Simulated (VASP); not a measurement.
# Si4Ge3 in VASP: further runs, part 2 of 2

VASP 6.6.1.

## (4) Single point, PBE

Contents of INCAR:

```
SYSTEM = Si4Ge3
PREC = Accurate
ENCUT = 520
EDIFF = 1E-6
ISMEAR = 0
SIGMA = 0.1
LREAL = .False.
LASPH = .True.
NELM = 80
ALGO = Normal
ISIF = 2
LWAVE = .False.
LCHARG = .True.
GGA = PE
LELF = .True.
LVHAR = .True.
NBANDS = 71
```

Contents of KPOINTS:

```
Automatic mesh
0
Gamma
  3 3 3
  0 0 0
```

Contents of POSCAR:

```
Si4Ge3
1.0
    5.2182861649      3.0115431233      3.2198287594
   -5.2183331346      3.0121395393      3.2193384881
    0.0005022049     -6.0266800964      3.2224367770
Si Ge
8 6
Direct
    0.8400613531      0.9814103679      0.5597116657
    0.2679634299      0.6958421914      0.4098523319
    0.5595995854      0.8400125658      0.9813933850
    0.4098662071      0.2678953678      0.6959112698
    0.9814132239      0.5596604445      0.8400452317
    0.6958167867      0.4098233950      0.2679417282
    0.8750567209      0.8750796791      0.8750366545
    0.1207175110      0.1207722597      0.1208314159
    0.1590332038      0.0169579792      0.4455926769
    0.7327930949      0.3044012025      0.5907762204
    0.4455058956      0.1589689390      0.0169334289
    0.5908302212      0.7328085268      0.3043217845
    0.0169342682      0.4456015319      0.1589568033
    0.3044084980      0.5907655494      0.7326954031
```

Potentials or basis: VASP PAW PBE potentials, release 64 (Si, Ge_d).

Run with:

```console
cat potpaw_PBE.64/Si/POTCAR potpaw_PBE.64/Ge_d/POTCAR > POTCAR
mpirun -np 1 vasp_std > vasp.out
```

OUTCAR:

```text
SYSTEM = Si4Ge3
   PREC = Accurate
   ENCUT = 520
   EDIFF = 1E-6
   ISMEAR = 0
   LREAL = .False.
   LASPH = .True.
   NELM = 80
   ISIF = 2
   GGA = PE

 ion  position               nearest neighbor table
   1  0.840  0.981  0.560-   7 2.37   9 2.42  12 2.43  10 2.43
   2  0.268  0.696  0.410-  14 2.42   9 2.42  12 2.42  13 2.42
   3  0.560  0.840  0.981-   7 2.37  11 2.42  14 2.43  12 2.43
   4  0.410  0.268  0.696-  10 2.42  11 2.42  14 2.42   9 2.42
   5  0.981  0.560  0.840-   7 2.37  13 2.42  10 2.43  14 2.43
   6  0.696  0.410  0.268-  12 2.42  13 2.42  10 2.42  11 2.42
   7  0.875  0.875  0.875-   8 2.37   3 2.37   1 2.37   5 2.37
   8  0.121  0.121  0.121-   7 2.37  11 2.43  13 2.43   9 2.43
   9  0.159  0.017  0.446-   2 2.42   4 2.42   1 2.42   8 2.43
  10  0.733  0.304  0.591-   4 2.42   6 2.42   5 2.43   1 2.43
  11  0.446  0.159  0.017-   4 2.42   3 2.42   6 2.42   8 2.43
  12  0.591  0.733  0.304-   6 2.42   2 2.42   1 2.43   3 2.43
  13  0.017  0.446  0.159-   6 2.42   2 2.42   5 2.42   8 2.43
  14  0.304  0.591  0.733-   2 2.42   4 2.42   3 2.43   5 2.43

  LATTYP: Found a triclinic cell.
 ALAT       =     6.8313395262
 B/A-ratio  =     1.5276979260
 C/A-ratio  =     1.0000099201
 COS(alpha) =     0.0001703015
 COS(beta)  =     0.1670074820
 COS(gamma) =     0.7635840556

  Lattice vectors:

 A1 = (  -5.2182861649,  -3.0115431233,  -3.2198287594)
 A2 = (  -5.2177839600,  -9.0382232197,   0.0026080176)
 A3 = (  -5.2183331346,   3.0121395393,   3.2193384881)

Analysis of symmetry for initial positions (statically):
=====================================================================
 Subroutine PRICEL returns:
 Original cell was already a primitive cell.

 Routine SETGRP: Setting up the symmetry group for a
 triclinic supercell.

 Subroutine GETGRP returns: Found  1 space group operations
 (whereof  1 operations were pure point group operations)
 out of a pool of  2 trial point group operations.

The static configuration has the point symmetry C_1 .

Analysis of symmetry for dynamics (positions and initial velocities):
=====================================================================
 Subroutine PRICEL returns:
 Original cell was already a primitive cell.

 Routine SETGRP: Setting up the symmetry group for a
 triclinic supercell.

 Subroutine GETGRP returns: Found  1 space group operations
 (whereof  1 operations were pure point group operations)
 out of a pool of  2 trial point group operations.

The dynamic configuration has the point symmetry C_1 .

 Subroutine INISYM returns: Found  1 space group operations
 (whereof  1 operations are pure point group operations),
 and found     1 'primitive' translations

----------------------------------------------------------------------------------------

                                     Primitive cell

  volume of cell :     303.7982

  direct lattice vectors                    reciprocal lattice vectors
     5.218286165  3.011543123  3.219828759     0.095814769  0.055357031  0.103515142
    -5.218333135  3.012139539  3.219338488    -0.095818168  0.055345889  0.103524168
     0.000502205 -6.026680096  3.222436777    -0.000011181 -0.110604904  0.103468169

  length of vectors
[... 83 lines left out ...]
   NGX,Y,Z   is equivalent  to a cutoff of  13.14, 13.14, 13.14 a.u.
   NGXF,Y,Z  is equivalent  to a cutoff of  26.28, 26.28, 26.27 a.u.
 SYSTEM =  Si4Ge3
   PREC   = accura    normal or accurate (medium, high low for compatibility)
   ISTART =      0    job   : 0-new  1-cont  2-samecut
   ICHARG =      2    charge: 1-file 2-atom 10-const
   ISPIN  =      1    spin polarized calculation?
   LNONCOLLINEAR =      F non collinear calculations
   LSORBIT =      F    spin-orbit coupling
   LASPH  =      T    aspherical Exc in radial PAW
   ENCUT  =  520.0 eV  38.22 Ry    6.18 a.u.  12.70 12.70 12.71*2*pi/ulx,y,z
   NELM   =     80;   NELMIN=  2; NELMDL= -5     # of ELM steps
   EDIFF  = 0.1E-05   stopping-criterion for ELM
   LREAL  =      F    real-space projection
   EDIFFG = 0.1E-04   stopping-criterion for IOM
   NSW    =      0    number of steps for IOM
   IBRION =     -1    ionic relax: 0-MD 1-quasi-New 2-CG
   NFREE  =      0    steps in history (QN), initial steepest desc. (CG)
   ISIF   =      2    stress and relaxation
   ISYM   =      2    0-nonsym 1-usesym 2-fastsym
   POTIM  = 0.5000    time-step for ionic-motion
   TEBEG  =    0.0;   TEEND  =   0.0 temperature during run
   PSTRESS=    0.0 pullay stress
   NELECT =     116.0000    total number of electrons
   NUPDOWN=      -1.0000    fix difference up-down
   EMIN   =  10.00;   EMAX   =-10.00  energy-range for DOS
   EFERMI =   0.00;   METHOD = LEGACY
   ISMEAR =     0;   SIGMA  =   0.10  broadening in eV -4-tet -1-fermi 0-gaus
   EFERMI_NEDOS =   21; number of points for ismear=-14 and -15
   IALGO  =     38    algorithm
   IMIX   =      4    mixing-type and parameters
     AMIX     =   0.40;   BMIX     =  1.00
     AMIX_MAG =   1.60;   BMIX_MAG =  1.00
  volume/ion in A,a.u.               =      21.70       146.44
  Fermi-wavevector in a.u.,A,eV,Ry     =   1.187679  2.244388 19.192128  1.410582
  Thomas-Fermi vector in A             =   2.323825
   LORBIT       =      0    0 simple, 1 ext, 2 COOP (PROOUT), +10 PAW based schemes
   GGA     = PE    functional components
   LHFCALC =     F    Hartree Fock is set to
   AEXX    =    0.0000 exact exchange contribution
   IVDW    =     0    specifies the selected vdW correction
   LEPSILON=     F    determine dielectric tensor
   LRPA    =     F    only Hartree local field effects (RPA)
 non-spin polarized calculation
 Gauss-broadening in eV      SIGMA  =   0.10
  energy-cutoff  :      520.00
  volume of cell :      303.80
 maximum number of plane-waves:      8231
 NGX is ok and might be reduce to    54
   NGX = 25   NGY = 25   NGZ = 25

 number of electron     116.0000063 magnetization

 Free energy of the ion-electron system (eV)
  ---------------------------------------------------
  ext. energy  EPLUGINS =         0.00000000
  ---------------------------------------------------
  free energy    TOTEN  =       -70.16010106 eV

  energy without entropy =      -70.16010103  energy(sigma->0) =      -70.16010104

 E-fermi :   5.5450     XC(G=0):  -9.5391

 val. band max:        5.1893580540   @ k =   0.0000   0.0000   0.0000
 cond. band min:       5.9136287366   @ k =  -0.3333   0.3333   0.3333
 fundamental gap:      0.7242706826
 Fermi energy:         5.5449657209

 k-point     1 :       0.0000    0.0000    0.0000
  band No.  band energies     occupation
      1     -19.1146      2.00000
      2     -19.1145      2.00000
      3     -19.1145      2.00000
      4     -19.1142      2.00000
      5     -19.1141      2.00000
      6     -19.1141      2.00000
[... 1011 lines left out ...]
     69       8.5779      0.00000
     70       8.6186      0.00000
 [bands above 70 left out]

------------------------ aborting loop because EDIFF is reached ----------------------------------------

  FORCE on cell =-STRESS in cart. coord.  units (eV):
  Direction    XX          YY          ZZ          XY          YZ          ZX
  --------------------------------------------------------------------------------------
  -------------------------------------------------------------------------------------
  Total       -0.1846148     -0.1977418     -0.2427873      0.0191682      0.0594955     -0.0072923
  in kB       -0.9736254     -1.0428551     -1.2804167      0.1010895      0.3137685     -0.0384585
  external PRESSURE =      -1.0989657 kB  Pullay stress =       0.0000000 kB

 VOLUME and BASIS-vectors are now :
 -----------------------------------------------------------------------------
  energy-cutoff  :      520.00
  volume of cell :      303.80
      direct lattice vectors                 reciprocal lattice vectors
     5.218286165  3.011543123  3.219828759     0.095814769  0.055357031  0.103515142
    -5.218333135  3.012139539  3.219338488    -0.095818168  0.055345889  0.103524168
     0.000502205 -6.026680096  3.222436777    -0.000011181 -0.110604904  0.103468169

 POSITION                                       TOTAL-FORCE (eV/Angst)
 -----------------------------------------------------------------------------------
     -0.73736      2.11282      7.66798        -0.001814      0.001031     -0.000536
     -2.23262      0.43291      4.42367        -0.001267      0.002926     -0.001993
     -1.46282     -1.69905      7.66858         0.002924      0.002515      0.002619
      0.74118     -2.15277      4.42467        -0.002403      0.001303     -0.001045
      2.20122     -0.42134      7.66871        -0.000958      0.003035      0.001536
      1.49251      1.71513      4.42320         0.001109      0.000238     -0.000816
      0.00028     -0.00243      8.45446         0.000209     -0.003137      0.001140
     -0.00023     -0.00088      1.16687         0.000345      0.000951      0.002958
      0.74161     -2.15543      2.00255        -0.000726      0.001638     -0.003885
      2.23575     -0.43668      5.24318        -0.001122     -0.001088      0.000294
      1.49523      1.71844      2.00079        -0.000376     -0.002050     -0.000421
     -0.74077      2.15258      5.24219         0.001935     -0.004255      0.001314
     -2.23685      0.43523      2.00130         0.002745     -0.001626     -0.001842
     -1.49395     -1.71951      5.24308        -0.000600     -0.001481      0.000675
 -----------------------------------------------------------------------------------
    total drift:                               -0.000016     -0.000066      0.000537

  FREE ENERGIE OF THE ION-ELECTRON SYSTEM (eV)
  ---------------------------------------------------
  free  energy   TOTEN  =       -70.1601010571 eV

  energy  without entropy=      -70.1601010309  energy(sigma->0) =      -70.16010104
```

Run time: 3.7 min. Hardware: 1 thread of Intel Xeon Platinum 8559C (Emerald Rapids), shared host; peak memory 0.48 GiB.

Results:

```yaml
Free_energy: -70.1601 eV
Pressure: -0.1 GPa
Largest_force: 0.005 eV/Å
Band_gap_on_the_k_mesh: 0.72 eV, indirect (least direct gap 1.56 eV)
```

Forces in eV/Å, atoms in the order of the input:
```
Si  -0.002  0.001 -0.001
Si  -0.001  0.003 -0.002
Si   0.003  0.003  0.003
Si  -0.002  0.001 -0.001
Si  -0.001  0.003  0.002
Si   0.001  0.000 -0.001
Si   0.000 -0.003  0.001
Si   0.000  0.001  0.003
Ge  -0.001  0.002 -0.004
Ge  -0.001 -0.001  0.000
Ge   0.000 -0.002  0.000
Ge   0.002 -0.004  0.001
Ge   0.003 -0.002 -0.002
Ge  -0.001 -0.001  0.001
```

A k mesh can miss the band edges.

## (5) The runs side by side

```tsv
cell	smearing	gap on the mesh (eV)	pressure (GPa)	largest force (eV/Å)
a = 6.831 Å, angles 99.6°, 14 atoms	gaussian 0.2 eV	0.73	-0.1	0.01
a = 6.834 Å, angles 99.6°, 14 atoms	gaussian 0.1 eV	0.73	-0.2	0.01
a = 6.831, b = 6.831, c = 6.834 Å, angles 99.6°, 14 atoms	gaussian 0.1 eV	0.72	-0.1	-
```

Alike in all rows: task single point; level PBE; potentials or basis VASP PAW PBE potentials, release 64 (Si, Ge_d); no spin polarisation; k mesh 3 × 3 × 3; cutoff (eV) 520.

Absolute energies hang on the potentials; compare differences alone.
